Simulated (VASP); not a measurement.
# BAs in VASP: a series of runs

Runs on BAs. Level: LDA. Tasks: single point.

Everything below comes from runs of VASP 6.6.1. Logs are shortened: lines on timing, memory, paths and dates and some standing lists are left out, and cuts for length are marked.

**1. The cell of the first run**

The structure is tetragonal, space group I-4m2 (No. 119). Conventional cell: a = 3.358 Å, b = 3.358 Å, c = 4.964 Å, α = 90.00°, β = 90.00°, γ = 90.00°. Within 2.8 Å of B (site symmetry -4m2) lie 4 As at 2.09 Å. Within 2.8 Å of As (site symmetry -4m2) lie 4 B at 2.09 Å.

**2. Single point, LDA (z stretched by +3 % at fixed volume)**

INCAR reads:

```
PREC = Accurate
ENCUT = 520
EDIFF = 1E-7
ISMEAR = -1
SIGMA = 0.01
LREAL = F
LASPH = T
NELM = 80
ALGO = Normal
ISIF = 2
LWAVE = F
LCHARG = T
GGA = CA
LELF = T
LVHAR = T
NBANDS = 11
```

KPOINTS reads:

```
regular mesh
0
Gamma
  11 11 11
```

POSCAR reads:

```
BAs
1.0
    0.0000000000      2.3742760326      2.4819158100
    2.3742760326      0.0000000000      2.4819158100
    2.3742760326      2.3742760326      0.0000000000
B As
1 1
Direct
    0.7500000000      0.7500000000      0.7500000000
    0.0000000000      0.0000000000      0.0000000000
```

Potentials or basis: VASP PAW LDA potentials, release 64 (B, As).

The run is started by

```bash
cat potpaw_LDA.64/B/POTCAR potpaw_LDA.64/As/POTCAR > POTCAR
mpirun -np 1 vasp_std > vasp.out
```

OUTCAR:

```text
PREC = Accurate
   ENCUT = 520
   EDIFF = 1E-7
   ISMEAR = -1
   LREAL = F
   LASPH = T
   NELM = 80
   ISIF = 2
   GGA = CA

 ion  position               nearest neighbor table
   1  0.750  0.750  0.750-   2 2.09   2 2.09   2 2.09   2 2.09
   2  0.000  0.000  0.000-   1 2.09   1 2.09   1 2.09   1 2.09

  LATTYP: Found a body centered tetragonal cell.
 ALAT       =     3.3577333661
 C/A-ratio  =     1.4783281097

  Lattice vectors:

 A1 = (  -2.3742760326,   0.0000000000,   2.4819158100)
 A2 = (   2.3742760326,   0.0000000000,   2.4819158100)
 A3 = (   0.0000000000,   2.3742760326,  -2.4819158100)

Analysis of symmetry for initial positions (statically):
=====================================================================
 Subroutine PRICEL returns:
 Original cell was already a primitive cell.

 Routine SETGRP: Setting up the symmetry group for a
 body centered tetragonal supercell.

 Subroutine GETGRP returns: Found  8 space group operations
 (whereof  8 operations were pure point group operations)
 out of a pool of 16 trial point group operations.

The static configuration has the point symmetry D_2d.

Analysis of symmetry for dynamics (positions and initial velocities):
=====================================================================
 Subroutine PRICEL returns:
 Original cell was already a primitive cell.

 Routine SETGRP: Setting up the symmetry group for a
 body centered tetragonal supercell.

 Subroutine GETGRP returns: Found  8 space group operations
 (whereof  8 operations were pure point group operations)
 out of a pool of 16 trial point group operations.

The dynamic configuration has the point symmetry D_2d.

 Subroutine INISYM returns: Found  8 space group operations
 (whereof  8 operations are pure point group operations),
 and found     1 'primitive' translations

----------------------------------------------------------------------------------------

                                     Primitive cell

  volume of cell :      27.9820

  direct lattice vectors                    reciprocal lattice vectors
     0.000000000  2.374276033  2.481915810    -0.210590510  0.210590510  0.201457277
     2.374276033  0.000000000  2.481915810     0.210590510 -0.210590510  0.201457277
     2.374276033  2.374276033  0.000000000     0.210590510  0.210590510 -0.201457277

  length of vectors
     3.434689617  3.434689617  3.357733366     0.359557728  0.359557728  0.359557728

[... 82 lines left out ...]
   EDIFFG = 0.1E-05   stopping-criterion for IOM
   NSW    =      0    number of steps for IOM
   IBRION =     -1    ionic relax: 0-MD 1-quasi-New 2-CG
   NFREE  =      0    steps in history (QN), initial steepest desc. (CG)
   ISIF   =      2    stress and relaxation
   ISYM   =      2    0-nonsym 1-usesym 2-fastsym
   POTIM  = 0.5000    time-step for ionic-motion
   TEBEG  =    0.0;   TEEND  =   0.0 temperature during run
   PSTRESS=    0.0 pullay stress
   NELECT =       8.0000    total number of electrons
   NUPDOWN=      -1.0000    fix difference up-down
   EMIN   =  10.00;   EMAX   =-10.00  energy-range for DOS
   EFERMI =   0.00;   METHOD = LEGACY
   ISMEAR =    -1;   SIGMA  =   0.01  broadening in eV -4-tet -1-fermi 0-gaus
   EFERMI_NEDOS =   21; number of points for ismear=-14 and -15
   IALGO  =     38    algorithm
   IMIX   =      4    mixing-type and parameters
     AMIX     =   0.40;   BMIX     =  1.00
     AMIX_MAG =   1.60;   BMIX_MAG =  1.00
  volume/ion in A,a.u.               =      13.99        94.42
  Fermi-wavevector in a.u.,A,eV,Ry     =   1.078479  2.038030 15.825165  1.163117
  Thomas-Fermi vector in A             =   2.214419
   LORBIT       =      0    0 simple, 1 ext, 2 COOP (PROOUT), +10 PAW based schemes
   GGA     = CA    functional components
   LHFCALC =     F    Hartree Fock is set to
   AEXX    =    0.0000 exact exchange contribution
   IVDW    =     0    specifies the selected vdW correction
   LEPSILON=     F    determine dielectric tensor
   LRPA    =     F    only Hartree local field effects (RPA)
 non-spin polarized calculation
  energy-cutoff  :      520.00
  volume of cell :       27.98
 maximum number of plane-waves:       772
 NGX is ok and might be reduce to    28
   NGX = 13   NGY = 13   NGZ = 13

 number of electron       8.0000000 magnetization

 Free energy of the ion-electron system (eV)
  ---------------------------------------------------
  ext. energy  EPLUGINS =         0.00000000
  ---------------------------------------------------
  free energy    TOTEN  =       -12.87523054 eV

  energy without entropy =      -12.87523054  energy(sigma->0) =      -12.87523054

 E-fermi :   6.2725     XC(G=0): -10.6760

 val. band max:        6.0114565494   @ k =   0.0000   0.0000   0.0000
 cond. band min:       6.8595457207   @ k =   0.3636   0.0000   0.3636
 fundamental gap:      0.8480891713
 Fermi energy:         6.2725164481

 k-point     1 :       0.0000    0.0000    0.0000
  band No.  band energies     occupation
      1      -9.2756      2.00000
      2       5.5681      2.00000
      3       6.0115      2.00000
      4       6.0115      2.00000
      5       8.9983      0.00000
      6       8.9983      0.00000
      7       9.2768      0.00000
      8      10.1964      0.00000
      9      15.1008      0.00000
     10      18.1008      0.00000
     11      19.1333      0.00000
[... 309 lines left out ...]
 k-point    24 :      -0.1818    0.1818    0.0000
  band No.  band energies     occupation
      1      -7.8798      2.00000
      2       0.8891      2.00000
      3       2.1287      2.00000
      4       5.0863      2.00000
      5       9.9113      0.00000
      6      10.5295      0.00000
      7      11.1516      0.00000
      8      12.5984      0.00000
      9      15.8658      0.00000
     10      18.0028      0.00000
     11      19.2246      0.00000

 [... further k-points ...]
[... 5 lines left out ...]
  --------------------------------------------------------------------------------------
  -------------------------------------------------------------------------------------
  Total       -0.5708459     -0.5708459     -2.2396159      0.0000000      0.0000000      0.0000000
  in kB      -32.6851138    -32.6851138   -128.2344367      0.0000000      0.0000000      0.0000000
  external PRESSURE =     -64.5348881 kB  Pullay stress =       0.0000000 kB

 VOLUME and BASIS-vectors are now :
 -----------------------------------------------------------------------------
  energy-cutoff  :      520.00
  volume of cell :       27.98
      direct lattice vectors                 reciprocal lattice vectors
     0.000000000  2.374276033  2.481915810    -0.210590510  0.210590510  0.201457277
     2.374276033  0.000000000  2.481915810     0.210590510 -0.210590510  0.201457277
     2.374276033  2.374276033  0.000000000     0.210590510  0.210590510 -0.201457277

 POSITION                                       TOTAL-FORCE (eV/Angst)
 -----------------------------------------------------------------------------------
      3.56141      3.56141      3.72287        -0.000000     -0.000000      0.000000
      0.00000      0.00000      0.00000         0.000000      0.000000     -0.000000
 -----------------------------------------------------------------------------------
    total drift:                               -0.000000     -0.000000     -0.000000

  FREE ENERGIE OF THE ION-ELECTRON SYSTEM (eV)
  ---------------------------------------------------
  free  energy   TOTEN  =       -12.8752305373 eV

  energy  without entropy=      -12.8752305373  energy(sigma->0) =      -12.87523054
```

Wall time 50 s (1 thread of AMD EPYC 7R43 (Zen 3), shared host); peak memory 0.13 GiB.

Results:

```
Free energy            : -12.8752 eV
Pressure               : -6.5 GPa
Band gap on the k mesh : 0.85 eV, indirect (least direct gap 2.99 eV)
```

Stress tensor (GPa, compression positive):
```
 -3.27   0.00   0.00
  0.00  -3.27   0.00
  0.00   0.00 -12.82
```

**3. Single point, LDA (volume scaled by 0.95)**

INCAR reads:

```
SYSTEM = BAs
PREC = Accurate
ENCUT = 520
EDIFF = 1E-6
ISMEAR = -1
SIGMA = 0.01
LREAL = .False.
LASPH = .True.
NELM = 60
ALGO = Normal
ISIF = 2
LWAVE = .False.
LCHARG = .True.
GGA = CA
LELF = .True.
LVHAR = .True.
NBANDS = 11
```

KPOINTS reads:

```
Automatic mesh
0
Gamma
  11 11 11
  0 0 0
```

POSCAR reads:

```
BAs
1.0
    0.0000000000      2.3687779730      2.3687779730
    2.3687779730      0.0000000000      2.3687779730
    2.3687779730      2.3687779730      0.0000000000
B As
1 1
Direct
    0.7500000000      0.7500000000      0.7500000000
    0.0000000000      0.0000000000      0.0000000000
```

Potentials or basis: VASP PAW LDA potentials, release 64 (B, As).

The run is started by

```bash
cat potpaw_LDA.64/B/POTCAR potpaw_LDA.64/As/POTCAR > POTCAR
mpirun -np 1 vasp_std > vasp.out
```

OUTCAR:

```text
SYSTEM = BAs
   PREC = Accurate
   ENCUT = 520
   EDIFF = 1E-6
   ISMEAR = -1
   LREAL = .False.
   LASPH = .True.
   NELM = 60
   ISIF = 2
   GGA = CA

 ion  position               nearest neighbor table
   1  0.750  0.750  0.750-   2 2.05   2 2.05   2 2.05   2 2.05
   2  0.000  0.000  0.000-   1 2.05   1 2.05   1 2.05   1 2.05

  LATTYP: Found a face centered cubic cell.
 ALAT       =     4.7375559460

  Lattice vectors:

 A1 = (   0.0000000000,   2.3687779730,   2.3687779730)
 A2 = (   2.3687779730,   0.0000000000,   2.3687779730)
 A3 = (   2.3687779730,   2.3687779730,   0.0000000000)

Analysis of symmetry for initial positions (statically):
=====================================================================
 Subroutine PRICEL returns:
 Original cell was already a primitive cell.

 Routine SETGRP: Setting up the symmetry group for a
 face centered cubic supercell.

 Subroutine GETGRP returns: Found 24 space group operations
 (whereof 24 operations were pure point group operations)
 out of a pool of 48 trial point group operations.

The static configuration has the point symmetry T_d .

Analysis of symmetry for dynamics (positions and initial velocities):
=====================================================================
 Subroutine PRICEL returns:
 Original cell was already a primitive cell.

 Routine SETGRP: Setting up the symmetry group for a
 face centered cubic supercell.

 Subroutine GETGRP returns: Found 24 space group operations
 (whereof 24 operations were pure point group operations)
 out of a pool of 48 trial point group operations.

The dynamic configuration has the point symmetry T_d .

 Subroutine INISYM returns: Found 24 space group operations
 (whereof 24 operations are pure point group operations),
 and found     1 'primitive' translations

----------------------------------------------------------------------------------------

                                     Primitive cell

  volume of cell :      26.5829
[... 111 lines left out ...]
  Fermi-wavevector in a.u.,A,eV,Ry     =   1.097077  2.073175 16.375674  1.203578
  Thomas-Fermi vector in A             =   2.233431
   LORBIT       =      0    0 simple, 1 ext, 2 COOP (PROOUT), +10 PAW based schemes
   GGA     = CA    functional components
   LHFCALC =     F    Hartree Fock is set to
   AEXX    =    0.0000 exact exchange contribution
   IVDW    =     0    specifies the selected vdW correction
   LEPSILON=     F    determine dielectric tensor
   LRPA    =     F    only Hartree local field effects (RPA)
 non-spin polarized calculation
  energy-cutoff  :      520.00
  volume of cell :       26.58
 maximum number of plane-waves:       730
 NGX is ok and might be reduce to    28
   NGX = 13   NGY = 13   NGZ = 13

 number of electron       8.0000000 magnetization

 Free energy of the ion-electron system (eV)
  ---------------------------------------------------
  ext. energy  EPLUGINS =         0.00000000
  ---------------------------------------------------
  free energy    TOTEN  =       -12.92661976 eV

  energy without entropy =      -12.92661976  energy(sigma->0) =      -12.92661976

 E-fermi :   6.6779     XC(G=0): -10.8879

 val. band max:        6.4403524860   @ k =   0.0000   0.0000   0.0000
 cond. band min:       7.5739350433   @ k =   0.3636   0.3636   0.0000
 fundamental gap:      1.1335825573
 Fermi energy:         6.6779410081

 k-point     1 :       0.0000    0.0000    0.0000
  band No.  band energies     occupation
      1      -9.1639      2.00000
      2       6.4404      2.00000
      3       6.4404      2.00000
      4       6.4404      2.00000
      5       9.7221      0.00000
      6       9.7221      0.00000
      7       9.7221      0.00000
      8      11.4528      0.00000
      9      15.9231      0.00000
     10      19.5772      0.00000
     11      19.5772      0.00000
[... 309 lines left out ...]
 k-point    24 :      -0.1818    0.1818    0.0000
  band No.  band energies     occupation
      1      -7.7322      2.00000
      2       1.4328      2.00000
      3       2.6922      2.00000
      4       5.3521      2.00000
      5      10.4971      0.00000
      6      11.2734      0.00000
      7      12.1706      0.00000
      8      13.4709      0.00000
      9      16.3090      0.00000
     10      18.8745      0.00000
     11      20.1416      0.00000

 [... further k-points ...]
[... 5 lines left out ...]
  --------------------------------------------------------------------------------------
  -------------------------------------------------------------------------------------
  Total        0.0737479      0.0737479      0.0737479     -0.0000000     -0.0000000      0.0000000
  in kB        4.4448507      4.4448507      4.4448507     -0.0000000     -0.0000000      0.0000000
  external PRESSURE =       4.4448507 kB  Pullay stress =       0.0000000 kB

 VOLUME and BASIS-vectors are now :
 -----------------------------------------------------------------------------
  energy-cutoff  :      520.00
  volume of cell :       26.58
      direct lattice vectors                 reciprocal lattice vectors
     0.000000000  2.368777973  2.368777973    -0.211079302  0.211079302  0.211079302
     2.368777973  0.000000000  2.368777973     0.211079302 -0.211079302  0.211079302
     2.368777973  2.368777973  0.000000000     0.211079302  0.211079302 -0.211079302

 POSITION                                       TOTAL-FORCE (eV/Angst)
 -----------------------------------------------------------------------------------
      3.55317      3.55317      3.55317         0.000000      0.000000      0.000000
      0.00000      0.00000      0.00000        -0.000000     -0.000000     -0.000000
 -----------------------------------------------------------------------------------
    total drift:                               -0.000000     -0.000000     -0.000000

  FREE ENERGIE OF THE ION-ELECTRON SYSTEM (eV)
  ---------------------------------------------------
  free  energy   TOTEN  =       -12.9266197613 eV

  energy  without entropy=      -12.9266197613  energy(sigma->0) =      -12.92661976
```

It took 27 s on 1 thread of Intel Xeon 8259CL, shared host; peak memory 0.15 GiB.

What came out:

```yaml
Free_energy: -12.9266 eV
Pressure: 0.4 GPa
Band_gap_on_the_k_mesh: 1.13 eV, indirect (least direct gap 3.28 eV)
```

Levels at points of the mesh, in eV from the valence-band top:
```tsv
k point	band 1	band 2	band 3	band 4	band 5	band 6	band 7	band 8	band 9
(0.00, 0.00, 0.00)	-15.60	0.00	0.00	0.00	3.28	3.28	3.28	5.01	9.48
```

**4. Single point, LDA (volume scaled by 0.975)**

INCAR, as its differences from that of step 3:

```diff
@@ -3,3 +3,3 @@
 ENCUT = 520
-EDIFF = 1E-6
+EDIFF = 1E-7
 ISMEAR = -1
@@ -13,3 +13,2 @@
 LCHARG = .True.
-GGA = CA
 LELF = .True.
```

KPOINTS reads:

```
regular mesh
0
Gamma
  11 11 11
  0 0 0
```

POSCAR reads:

```
BAs
1.0
    0.0000000000      2.3893770762      2.3893770762
    2.3893770762      0.0000000000      2.3893770762
    2.3893770762      2.3893770762      0.0000000000
B As
1 1
Direct
    0.7500000000      0.7500000000      0.7500000000
    0.0000000000      0.0000000000      0.0000000000
```

The run is started by

```bash
cat potpaw_LDA.64/B/POTCAR potpaw_LDA.64/As/POTCAR > POTCAR
mpirun -np 1 vasp_std > vasp.out
```

Wall time 31 s (1 thread of Intel Xeon 8259CL, shared host); peak memory 0.15 GiB.

The run converged. Its results:

```
Free energy            : -12.9205 eV
Pressure               : -3.2 GPa
Band gap on the k mesh : 1.15 eV, indirect (least direct gap 3.25 eV)
```

Levels at points of the mesh, in eV from the valence-band top:
```
           k point  band 1  band 2  band 3  band 4  band 5  band 6  band 7  band 8  band 9
(0.00, 0.00, 0.00)  -15.37    0.00    0.00    0.00    3.25    3.25    3.25    4.68    9.35
```

**5. Single point, LDA**

INCAR reads:

```
ALGO = Normal
EDIFF = 1E-6
ENCUT = 520
ISIF = 2
ISMEAR = -1
LASPH = T
LCHARG = F
LREAL = F
LWAVE = F
NBANDS = 11
NELM = 80
PREC = Accurate
SIGMA = 0.01
```

KPOINTS reads:

```
k-points
0
Gamma
  11 11 11
```

POSCAR reads:

```
BAs
1.0
    0.0000000000      2.4096270000      2.4096270000
    2.4096270000      0.0000000000      2.4096270000
    2.4096270000      2.4096270000      0.0000000000
B As
1 1
Direct
    0.7500000000      0.7500000000      0.7500000000
    0.0000000000      0.0000000000      0.0000000000
```

The run is started by

```bash
cat potpaw_LDA.64/B/POTCAR potpaw_LDA.64/As/POTCAR > POTCAR
mpirun -np 1 vasp_std > vasp.out
```

It took 26 s on 1 thread of Intel Xeon 8259CL, shared host; peak memory 0.15 GiB.

The run converged. Its results:

| Item | Value |
| --- | --- |
| Free energy | -12.8994 eV |
| Pressure | -6.5 GPa |
| Band gap on the k mesh | 1.17 eV, indirect (least direct gap 3.22 eV) |

Levels at points of the mesh, in eV from the valence-band top:
```
           k point  band 1  band 2  band 3  band 4  band 5  band 6  band 7  band 8
(0.00, 0.00, 0.00)  -15.14    0.00    0.00    0.00    3.22    3.22    3.22    4.36
```

(Continued in part 2 of 2.)
